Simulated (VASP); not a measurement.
# Mg3CdSe4 (P-43m) in VASP: notebook

The runs below take Mg3CdSe4 through single point, with PBE.

Everything below comes from runs of VASP 6.6.1. Logs are shortened: lines on timing, memory, paths and dates and some standing lists are left out, and cuts for length are marked.

## Step 1: The cell of the first run

The structure is cubic, space group P-43m (No. 215). The conventional cell has a = 5.729 Å, b = 5.729 Å, c = 5.729 Å, α = 90.00°, β = 90.00°, γ = 90.00°. Within 3.3 Å of Mg (site symmetry -42m) lie 4 Se at 2.48 Å. Cd (site symmetry -43m) has 4 Se at 2.48 Å within 3.3 Å. Within 3.3 Å of Se (site symmetry 3m) lie 3 Mg at 2.48 Å and 1 Cd at 2.48 Å.

## Step 2: Single point, PBE

The input, INCAR:

```
PREC = Accurate ; ENCUT = 520
EDIFF = 1E-6 ; ISMEAR = 0
SIGMA = 0.1 ; LREAL = F
LASPH = T ; NELM = 100
ALGO = Normal ; ISIF = 2
LWAVE = F ; LCHARG = F
GGA = PE ; NBANDS = 31
```

The input, KPOINTS:

```
regular mesh
0
Gamma
  4 4 4
```

The input, POSCAR:

```
Mg3CdSe4
1.0
    5.7288378000      0.0000000000      0.0000000000
    0.0000000000      5.7288378000      0.0000000000
    0.0000000000      0.0000000000      5.7288378000
Mg Cd Se
3 1 4
Direct
    0.0000000000      0.5000000000      0.5000000000
    0.5000000000      0.0000000000      0.5000000000
    0.5000000000      0.5000000000      0.0000000000
    0.0000000000      0.0000000000      0.0000000000
    0.2500000000      0.2500000000      0.7500000000
    0.2500000000      0.7500000000      0.2500000000
    0.7500000000      0.2500000000      0.2500000000
    0.7500000000      0.7500000000      0.7500000000
```

Potentials or basis: VASP PAW PBE potentials, release 64 (Mg, Cd, Se).

The run is started by

```console
> cat potpaw_PBE.64/Mg/POTCAR potpaw_PBE.64/Cd/POTCAR potpaw_PBE.64/Se/POTCAR > POTCAR
> mpirun -np 1 vasp_std > vasp.out
```

OUTCAR:

```text
PREC = Accurate
   ENCUT = 520
   EDIFF = 1E-6
   ISMEAR = 0
   LREAL = F
   LASPH = T
   NELM = 100
   ISIF = 2
   GGA = PE

 ion  position               nearest neighbor table
   1  0.000  0.500  0.500-   5 2.48   6 2.48   7 2.48   8 2.48
   2  0.500  0.000  0.500-   5 2.48   6 2.48   7 2.48   8 2.48
   3  0.500  0.500  0.000-   5 2.48   6 2.48   7 2.48   8 2.48
   4  0.000  0.000  0.000-   5 2.48   6 2.48   7 2.48   8 2.48
   5  0.250  0.250  0.750-   1 2.48   2 2.48   3 2.48   4 2.48
   6  0.250  0.750  0.250-   1 2.48   2 2.48   3 2.48   4 2.48
   7  0.750  0.250  0.250-   1 2.48   2 2.48   3 2.48   4 2.48
   8  0.750  0.750  0.750-   1 2.48   2 2.48   3 2.48   4 2.48

  LATTYP: Found a simple cubic cell.
 ALAT       =     5.7288378000

  Lattice vectors:

 A1 = (   5.7288378000,   0.0000000000,   0.0000000000)
 A2 = (   0.0000000000,   5.7288378000,   0.0000000000)
 A3 = (   0.0000000000,   0.0000000000,   5.7288378000)

Analysis of symmetry for initial positions (statically):
=====================================================================
 Subroutine PRICEL returns:
 Original cell was already a primitive cell.

 Routine SETGRP: Setting up the symmetry group for a
 simple cubic supercell.

 Subroutine GETGRP returns: Found 24 space group operations
 (whereof 24 operations were pure point group operations)
 out of a pool of 48 trial point group operations.

The static configuration has the point symmetry T_d .

Analysis of symmetry for dynamics (positions and initial velocities):
=====================================================================
 Subroutine PRICEL returns:
 Original cell was already a primitive cell.

 Routine SETGRP: Setting up the symmetry group for a
 simple cubic supercell.

 Subroutine GETGRP returns: Found 24 space group operations
 (whereof 24 operations were pure point group operations)
 out of a pool of 48 trial point group operations.

The dynamic configuration has the point symmetry T_d .

 Subroutine INISYM returns: Found 24 space group operations
 (whereof 24 operations are pure point group operations),
 and found     1 'primitive' translations

----------------------------------------------------------------------------------------

                                     Primitive cell

  volume of cell :     188.0181

  direct lattice vectors                    reciprocal lattice vectors
     5.728837800  0.000000000  0.000000000     0.174555474  0.000000000  0.000000000
     0.000000000  5.728837800  0.000000000     0.000000000  0.174555474  0.000000000
     0.000000000  0.000000000  5.728837800     0.000000000  0.000000000  0.174555474

  length of vectors
     5.728837800  5.728837800  5.728837800     0.174555474  0.174555474  0.174555474

  position of ions in fractional coordinates (direct lattice)
     0.000000000  0.500000000  0.500000000
     0.500000000  0.000000000  0.500000000
     0.500000000  0.500000000  0.000000000
     0.000000000  0.000000000  0.000000000
     0.250000000  0.250000000  0.750000000
     0.250000000  0.750000000  0.250000000
     0.750000000  0.250000000  0.250000000
     0.750000000  0.750000000  0.750000000

  ion indices of the primitive-cell ions
   primitive index   ion index
                 1           1
                 2           2
                 3           3
                 4           4
                 5           5
                 6           6
                 7           7
                 8           8

----------------------------------------------------------------------------------------

 KPOINTS: regular mesh

Automatic generation of k-mesh.
 Grid dimensions read from file:
 generate k-points for:    4    4    4

 Generating k-lattice:

  Cartesian coordinates                     Fractional coordinates (reciprocal lattice)
     0.043638869  0.000000000  0.000000000     0.250000000  0.000000000  0.000000000
     0.000000000  0.043638869  0.000000000     0.000000000  0.250000000  0.000000000
     0.000000000  0.000000000  0.043638869     0.000000000  0.000000000  0.250000000

  Length of vectors
     0.043638869  0.043638869  0.043638869

  Shift w.r.t. Gamma in fractional coordinates (k-lattice)
     0.000000000  0.000000000  0.000000000

 Subroutine IBZKPT returns following result:
 ===========================================

 Found     10 irreducible k-points:

 Following reciprocal coordinates:
            Coordinates               Weight
  0.000000  0.000000  0.000000      1.000000
  0.250000  0.000000  0.000000      6.000000
  0.500000  0.000000  0.000000      3.000000
  0.250000  0.250000  0.000000     12.000000
  0.500000  0.250000  0.000000     12.000000
  0.500000  0.500000  0.000000      3.000000
  0.250000  0.250000  0.250000      8.000000
  0.500000  0.250000  0.250000     12.000000
  0.500000  0.500000  0.250000      6.000000
  0.500000  0.500000  0.500000      1.000000
   k-points           NKPTS =     10   k-points in BZ     NKDIM =     10   number of bands    NBANDS=     31
   number of dos      NEDOS =    301   number of ions     NIONS =      8
   total plane-waves  NPLWV = 110592
   dimension x,y,z NGX =    48 NGY =   48 NGZ =   48
   dimension x,y,z NGXF=    96 NGYF=   96 NGZF=   96
   ions per type =               3   1   4
   NGX,Y,Z   is equivalent  to a cutoff of  13.93, 13.93, 13.93 a.u.
   NGXF,Y,Z  is equivalent  to a cutoff of  27.86, 27.86, 27.86 a.u.
 SYSTEM =  unknown system
   PREC   = accura    normal or accurate (medium, high low for compatibility)
   ISTART =      0    job   : 0-new  1-cont  2-samecut
   ICHARG =      2    charge: 1-file 2-atom 10-const
   ISPIN  =      1    spin polarized calculation?
   LNONCOLLINEAR =      F non collinear calculations
   LSORBIT =      F    spin-orbit coupling
   LASPH  =      T    aspherical Exc in radial PAW
   ENCUT  =  520.0 eV  38.22 Ry    6.18 a.u.  10.65 10.65 10.65*2*pi/ulx,y,z
   NELM   =    100;   NELMIN=  2; NELMDL= -5     # of ELM steps
   EDIFF  = 0.1E-05   stopping-criterion for ELM
   LREAL  =      F    real-space projection
   EDIFFG = 0.1E-04   stopping-criterion for IOM
   NSW    =      0    number of steps for IOM
   IBRION =     -1    ionic relax: 0-MD 1-quasi-New 2-CG
   NFREE  =      0    steps in history (QN), initial steepest desc. (CG)
   ISIF   =      2    stress and relaxation
   ISYM   =      2    0-nonsym 1-usesym 2-fastsym
   POTIM  = 0.5000    time-step for ionic-motion
   TEBEG  =    0.0;   TEEND  =   0.0 temperature during run
   PSTRESS=    0.0 pullay stress
   NELECT =      42.0000    total number of electrons
   NUPDOWN=      -1.0000    fix difference up-down
   EMIN   =  10.00;   EMAX   =-10.00  energy-range for DOS
   EFERMI =   0.00;   METHOD = LEGACY
   ISMEAR =     0;   SIGMA  =   0.10  broadening in eV -4-tet -1-fermi 0-gaus
   EFERMI_NEDOS =   21; number of points for ismear=-14 and -15
   IALGO  =     38    algorithm
   IMIX   =      4    mixing-type and parameters
     AMIX     =   0.40;   BMIX     =  1.00
     AMIX_MAG =   1.60;   BMIX_MAG =  1.00
  volume/ion in A,a.u.               =      23.50       158.60
  Fermi-wavevector in a.u.,A,eV,Ry     =   0.993325  1.877112 13.424797  0.986695
  Thomas-Fermi vector in A             =   2.125199
   LORBIT       =      0    0 simple, 1 ext, 2 COOP (PROOUT), +10 PAW based schemes
   GGA     = PE    functional components
   LHFCALC =     F    Hartree Fock is set to
   AEXX    =    0.0000 exact exchange contribution
   IVDW    =     0    specifies the selected vdW correction
   LEPSILON=     F    determine dielectric tensor
   LRPA    =     F    only Hartree local field effects (RPA)
 non-spin polarized calculation
 Gauss-broadening in eV      SIGMA  =   0.10
  energy-cutoff  :      520.00
  volume of cell :      188.02
 maximum number of plane-waves:      5088
 NGX is ok and might be reduce to    48
   NGX = 21   NGY = 21   NGZ = 21

 number of electron      41.9999996 magnetization

 Free energy of the ion-electron system (eV)
  ---------------------------------------------------
  ext. energy  EPLUGINS =         0.00000000
  ---------------------------------------------------
  free energy    TOTEN  =       -26.99640832 eV

  energy without entropy =      -26.99640832  energy(sigma->0) =      -26.99640832

 E-fermi :   2.1466     XC(G=0):  -8.8944

 val. band max:        1.6694397187   @ k =   0.0000   0.0000   0.0000
 cond. band min:       4.2042570354   @ k =   0.0000   0.0000   0.0000
 fundamental gap:      2.5348173167
 Fermi energy:         2.1466282692

 k-point     1 :       0.0000    0.0000    0.0000
  band No.  band energies     occupation
      1     -10.7833      2.00000
      2      -9.9060      2.00000
      3      -9.9060      2.00000
      4      -9.9060      2.00000
      5      -5.7689      2.00000
      6      -5.7689      2.00000
[... 23 lines left out ...]
     30       8.6854      0.00000
     31       8.6854      0.00000

 k-point     2 :       0.2500    0.0000    0.0000
  band No.  band energies     occupation
      1     -10.6665      2.00000
      2     -10.0471      2.00000
      3      -9.9045      2.00000
      4      -9.9045      2.00000
      5      -5.8216      2.00000
      6      -5.7636      2.00000
[... 23 lines left out ...]
     30       9.2181      0.00000
     31       9.2181      0.00000

 k-point     3 :       0.5000    0.0000    0.0000
  band No.  band energies     occupation
      1     -10.3707      2.00000
      2     -10.3673      2.00000
      3      -9.9030      2.00000
      4      -9.9030      2.00000
      5      -5.8774      2.00000
      6      -5.7582      2.00000
[... 227 lines left out ...]
     30       8.8626      0.00000
     31       8.8872      0.00000

 k-point    10 :       0.5000    0.5000    0.5000
  band No.  band energies     occupation
      1     -10.1300      2.00000
      2     -10.1300      2.00000
      3     -10.1300      2.00000
      4     -10.0875      2.00000
      5      -5.7435      2.00000
      6      -5.7435      2.00000
[... 23 lines left out ...]
     30       8.4588      0.00000
     31       8.4588      0.00000

------------------------ aborting loop because EDIFF is reached ----------------------------------------

  FORCE on cell =-STRESS in cart. coord.  units (eV):
  Direction    XX          YY          ZZ          XY          YZ          ZX
  --------------------------------------------------------------------------------------
  -------------------------------------------------------------------------------------
  Total       12.5867675     12.5867675     12.5867675     -0.0000000      0.0000000      0.0000000
  in kB      107.2568930    107.2568930    107.2568930     -0.0000000      0.0000000      0.0000000
  external PRESSURE =     107.2568930 kB  Pullay stress =       0.0000000 kB

 VOLUME and BASIS-vectors are now :
 -----------------------------------------------------------------------------
  energy-cutoff  :      520.00
  volume of cell :      188.02
      direct lattice vectors                 reciprocal lattice vectors
     5.728837800  0.000000000  0.000000000     0.174555474  0.000000000  0.000000000
     0.000000000  5.728837800  0.000000000     0.000000000  0.174555474  0.000000000
     0.000000000  0.000000000  5.728837800     0.000000000  0.000000000  0.174555474

 POSITION                                       TOTAL-FORCE (eV/Angst)
 -----------------------------------------------------------------------------------
      0.00000      2.86442      2.86442        -0.000000      0.000000     -0.000000
      2.86442      0.00000      2.86442        -0.000000      0.000000     -0.000000
      2.86442      2.86442      0.00000        -0.000000     -0.000000     -0.000000
      0.00000      0.00000      0.00000        -0.000000     -0.000000     -0.000000
      1.43221      1.43221      4.29663         0.560804      0.560804     -0.560804
      1.43221      4.29663      1.43221         0.560804     -0.560804      0.560804
      4.29663      1.43221      1.43221        -0.560804      0.560804      0.560804
      4.29663      4.29663      4.29663        -0.560804     -0.560804     -0.560804
 -----------------------------------------------------------------------------------
    total drift:                               -0.000000      0.000000     -0.000000

  FREE ENERGIE OF THE ION-ELECTRON SYSTEM (eV)
  ---------------------------------------------------
  free  energy   TOTEN  =       -26.9964083165 eV

  energy  without entropy=      -26.9964083165  energy(sigma->0) =      -26.99640832
```

It took 36 s on 1 thread of Intel Xeon 6975P-C (Granite Rapids), shared host; peak memory 0.34 GiB.

Results:

| Item | Value |
| --- | --- |
| Free energy | -26.9964 eV |
| Pressure | 10.7 GPa |
| Band gap on the k mesh | 2.53 eV |

Caveat: the cell stands under pressure.

## Step 3: Single point, PBE

This run uses another cell than the first one, of 27.50 Å³/atom.

The input, INCAR:

```
SYSTEM = Mg3CdSe4
ALGO = Normal
EDIFF = 1E-7
ENCUT = 520
GGA = PE
ISIF = 2
ISMEAR = 0
LASPH = .True.
LCHARG = .True.
LELF = .True.
LREAL = .False.
LVHAR = .True.
LWAVE = .False.
NBANDS = 31
NELM = 80
PREC = Accurate
SIGMA = 0.1
```

The input, KPOINTS:

```
k-points
0
Gamma
  4 4 4
  0 0 0
```

The input, POSCAR:

```
Mg3CdSe4
1.0
    6.0366769114      0.0000000000      0.0000000000
    0.0000000000      6.0366769114      0.0000000000
    0.0000000000      0.0000000000      6.0366769114
Mg Cd Se
3 1 4
Direct
    0.0000000000      0.5000000000      0.5000000000
    0.5000000000      0.0000000000      0.5000000000
    0.5000000000      0.5000000000      0.0000000000
    0.0000000000      0.0000000000      0.0000000000
    0.2561345329      0.2561345329      0.7438654671
    0.2561345329      0.7438654671      0.2561345329
    0.7438654671      0.2561345329      0.2561345329
    0.7438654671      0.7438654671      0.7438654671
```

Potentials or basis: VASP PAW PBE potentials, release 64 (Mg, Cd, Se).

The run is started by

```console
> cat potpaw_PBE.64/Mg/POTCAR potpaw_PBE.64/Cd/POTCAR potpaw_PBE.64/Se/POTCAR > POTCAR
> mpirun -np 1 vasp_std > vasp.out
```

Wall time 41 s (1 thread of Intel Xeon 6975P-C (Granite Rapids), shared host); peak memory 0.35 GiB.

It converged, with:

```
Free energy            : -28.0455 eV
Pressure               : 0.2 GPa
Band gap on the k mesh : 1.94 eV
```

Forces on the atoms (eV/Å):
```
Mg   0.000  0.000  0.000
Mg   0.000  0.000  0.000
Mg   0.000  0.000  0.000
Cd   0.000  0.000  0.000
Se   0.002  0.002 -0.002
Se   0.002 -0.002  0.002
Se  -0.002  0.002  0.002
Se  -0.002 -0.002 -0.002
```

Levels at points of the mesh, in eV from the valence-band top:
```csv
k point,band 17,band 18,band 19,band 20,band 21,band 22,band 23,band 24,band 25,band 26
"(0.00, 0.00, 0.00)",-1.23,-1.23,0.00,0.00,0.00,1.94,3.44,3.44,3.44,3.90
"(0.50, 0.00, 0.00)",-1.53,-0.80,-0.80,-0.57,-0.57,4.04,4.25,4.89,5.21,5.21
"(0.50, 0.50, 0.00)",-1.52,-0.66,-0.45,-0.36,-0.36,4.24,5.20,5.20,5.29,6.05
"(0.50, 0.50, 0.50)",-0.51,-0.51,-0.26,-0.26,-0.26,2.84,3.96,3.96,3.96,6.62
```

## Step 4: Single point, PBE

This run uses another cell than the first one, of 27.60 Å³/atom.

The input, INCAR:

```
SYSTEM = Mg3CdSe4
PREC = Accurate ; ENCUT = 520
EDIFF = 1E-6 ; ISMEAR = 0
SIGMA = 0.02 ; LREAL = .FALSE.
LASPH = .TRUE. ; NELM = 80
ALGO = Normal ; ISIF = 2
LWAVE = .FALSE. ; LCHARG = .TRUE.
GGA = PE ; LELF = .TRUE.
LVHAR = .TRUE. ; NBANDS = 31
```

The input, KPOINTS:

```
regular mesh
0
G
  6 6 6
  0 0 0
```

The input, POSCAR:

```
Mg3CdSe4
1.0
    6.0437946679      0.0000000000      0.0000000000
    0.0000000000      6.0437946679      0.0000000000
    0.0000000000      0.0000000000      6.0437946679
Mg Cd Se
3 1 4
Direct
    0.0000000000      0.5000000000      0.5000000000
    0.5000000000      0.0000000000      0.5000000000
    0.5000000000      0.5000000000      0.0000000000
    0.0000000000      0.0000000000      0.0000000000
    0.2556457074      0.2556457074      0.7443542926
    0.2556457074      0.7443542926      0.2556457074
    0.7443542926      0.2556457074      0.2556457074
    0.7443542926      0.7443542926      0.7443542926
```

The run is started by

```console
> cat potpaw_PBE.64/Mg/POTCAR potpaw_PBE.64/Cd/POTCAR potpaw_PBE.64/Se/POTCAR > POTCAR
> mpirun -np 1 vasp_std > vasp.out
```

Run time: 64 s. Hardware: 1 thread of Intel Xeon 6975P-C (Granite Rapids), shared host; peak memory 0.4 GiB.

Results (log left out):

```yaml
Free_energy: -28.0465 eV
Pressure: 0.0 GPa
Largest_force: 0.041 eV/Å
Band_gap_on_the_k_mesh: 1.93 eV
```

Forces in eV/Å, atoms in the order of the input:
```
Mg   0.000  0.000  0.000
Mg   0.000  0.000  0.000
Mg   0.000  0.000  0.000
Cd   0.000  0.000  0.000
Se   0.024  0.024 -0.024
Se   0.024 -0.024  0.024
Se  -0.024  0.024  0.024
Se  -0.024 -0.024 -0.024
```

Levels at points of the mesh, in eV from the valence-band top:
| k point | band 18 | band 19 | band 20 | band 21 | band 22 | band 23 | band 24 | band 25 |
| --- | --- | --- | --- | --- | --- | --- | --- | --- |
| (0.00, 0.00, 0.00) | -1.22 | 0.00 | 0.00 | 0.00 | 1.93 | 3.44 | 3.44 | 3.44 |
| (0.50, 0.00, 0.00) | -0.80 | -0.80 | -0.57 | -0.57 | 4.04 | 4.24 | 4.88 | 5.20 |
| (0.50, 0.50, 0.00) | -0.65 | -0.45 | -0.36 | -0.36 | 4.25 | 5.19 | 5.19 | 5.27 |
| (0.50, 0.50, 0.50) | -0.51 | -0.26 | -0.26 | -0.26 | 2.84 | 3.94 | 3.94 | 3.94 |

## Step 5: The runs side by side

```tsv
cell	k mesh	smearing	gap on the mesh (eV)	pressure (GPa)
a = 5.729 Å, 8 atoms, atomic positions A	4 × 4 × 4	gaussian 0.1 eV	2.53	10.7
a = 6.037 Å, 8 atoms, atomic positions B	4 × 4 × 4	gaussian 0.1 eV	1.94	0.2
a = 6.044 Å, 8 atoms, atomic positions B	6 × 6 × 6	gaussian 0.02 eV	1.93	0.0
```

Alike in all rows: task single point; level PBE; potentials or basis VASP PAW PBE potentials, release 64 (Mg, Cd, Se); no spin polarisation; cutoff (eV) 520.

Caveats: the cell stands under pressure (at least some runs).

Absolute energies hang on the potentials; compare differences alone.
